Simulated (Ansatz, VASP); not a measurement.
ZnSnN: VASP beside Ansatz

```
Zn Sn N
1.0
     3.86321    0.00000    0.00000
    -1.93161    3.34564    0.00000
     0.00000    0.00000    3.74014
Zn Sn N
1 1 1
Direct
  0.33333 0.66667 0.00000
  0.66667 0.33333 0.00000
  0.00000 0.00000 0.50000
```

Change from the starting cell: species swapped into the TmNiAs type (P-6m2, No. 187).

Alike in both runs: task single point; functional PBE; k mesh 6 × 6 × 4; occupations gaussian, width 0.1 eV; no spin polarisation.

|  | VASP | Ansatz |
| --- | --- | --- |
| version | VASP 6.6.1 | Ansatz 0.2.0 |
| potentials or method | VASP PAW PBE potentials, release 64 (Zn, Sn_d, N), cutoff 520 eV | scalar-relativistic, plane waves, PAW |
| valence electrons in the cell | 31 | 31 |

|  | VASP | Ansatz | Ansatz less VASP |
| --- | --- | --- | --- |
| gap on the k mesh at the Fermi level (eV) | none | none | - |
| pressure (GPa) | 23.4 | 23.2 | -0.22 |
| traceless stress, the component that is largest in VASP (GPa) | -36.28 | -36.04 | +0.243 |

A gap of «none» marks a metal or a gap that the smearing closes.

The k mesh is coarse, so the values compare programs but aren't converged.
